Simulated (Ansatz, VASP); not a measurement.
## SnO2 in VASP and in Ansatz

INCAR

```
PREC = Accurate
ENCUT = 520
EDIFF = 1E-6
ISMEAR = -1
SIGMA = 0.02
LREAL = False
LASPH = True
NELM = 100
ALGO = Normal
ISIF = 2
LWAVE = False
LCHARG = True
GGA = PE
LELF = True
LVHAR = True
NBANDS = 35
```

File KPOINTS:

```
regular mesh
0
Gamma
  8 8 6
```

File POSCAR:

```
SnO2
1.0
    3.5490131225      0.0000000000      0.0000000000
    0.0000000000      3.5490131225      0.0000000000
    0.0000000000      0.0000000000      5.4292608834
Sn O
2 4
Direct
    0.5000000000      0.5000000000      0.5000000000
    0.0000000000      0.0000000000      0.0000000000
    0.0000000000      0.5000000000      0.6771525376
    0.5000000000      0.0000000000      0.8228474624
    0.5000000000      0.0000000000      0.3228474624
    0.0000000000      0.5000000000      0.1771525376
```

Input for Ansatz:

```yaml
crystal:
  lattice:
    - [3.5490131225, 0.0, 0.0]
    - [0.0, 3.5490131225, 0.0]
    - [0.0, 0.0, 5.4292608834]
  atoms:
    - { symbol: Sn, position: [0.5, 0.5, 0.5] }
    - { symbol: Sn, position: [0.0, 0.0, 0.0] }
    - { symbol: O, position: [0.0, 0.5, 0.6771525376] }
    - { symbol: O, position: [0.5, 0.0, 0.8228474624] }
    - { symbol: O, position: [0.5, 0.0, 0.3228474624] }
    - { symbol: O, position: [0.0, 0.5, 0.1771525376] }
kpoints:
  mp_grid: { grid: [8, 8, 6] }
  band_path:
    path:
      - [[0.0, 0.0, 0.0], [-3.997052498364e-52, 0.5, -5.950453810197e-34], [0.5, 0.5, -1.793917504632e-33], [0.0, 0.0, 0.0], [-4.02467915245e-50, -1.905765470334e-50, 0.5], [1.42023240381e-50, 0.5, 0.5], [0.5, 0.5, 0.5], [-4.02467915245e-50, -1.905765470334e-50, 0.5]]
      - [[-3.997052498364e-52, 0.5, -5.950453810197e-34], [1.42023240381e-50, 0.5, 0.5]]
      - [[0.5, 0.5, -1.793917504632e-33], [0.5, 0.5, 0.5]]
    npoints: 10
hamiltonian:
  xc: pbe
scf:
  occupations: { method: fermi_dirac, width: 0.02 }
  n_extra_bands: 5
output:
  forces: true
  stress: true
  eigenvalues: true
  write_density: true
  write_potential: true
  elf: true
  volumetric_format: npy
```

Alike in both runs: task single point; functional PBE; k mesh 8 × 8 × 6; occupations fermi-dirac, width 0.02 eV; no spin polarisation.

```csv
,VASP,Ansatz
version,VASP 6.6.1,Ansatz 0.2.0
potentials or method,"VASP PAW PBE potentials, release 64 (Sn_d, O)","plane waves, PAW"
plane-wave cutoff (eV),520,420
valence electrons in the cell,52,52
```

```csv
,VASP,Ansatz,Ansatz less VASP
gap on the k mesh at the Fermi level (eV),1.12,1.13,+0.013
pressure (GPa),8.9,8.3,-0.58
"traceless stress, the component that is largest in VASP (GPa)",-0.80,-0.51,+0.283
rms of the force components (eV/Å),0.135,0.112,-0.0233
```

Atom by atom the forces differ by 0.023 eV/Å (rms over components).
